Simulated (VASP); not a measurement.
Runs of VASP 6.6.1 on KCl (Sylvite). The structure is that of space group Fm-3m (No. 225), or close to it. The cells are those of the table. 

```csv
cell,cutoff (eV),gap on the mesh (eV),pressure (GPa)
"a = 4.294 Å, angles 60.0°, 2 atoms",500,5.58,3.5
"a = 4.520 Å, angles 60.0°, 2 atoms",500,5.03,(a)
"a = 4.591 Å, angles 60.0°, 2 atoms",500,4.88,-0.7
"a = 4.372 Å, angles 60.0°, 2 atoms",500,5.37,(b)
"a = 4.447 Å, angles 60.0°, 2 atoms",520,5.19,(c)
```

Alike in all rows: task single point; level PBE; potentials or basis VASP PAW PBE potentials, release 64 (K_sv, Cl); no spin polarisation; k mesh 4 × 4 × 4; smearing gaussian 0.01 eV.

Estimate the missing entries.

(a) -0.1; (b) 2.0; (c) 0.8.

Caveats: some runs use coarse meshes.

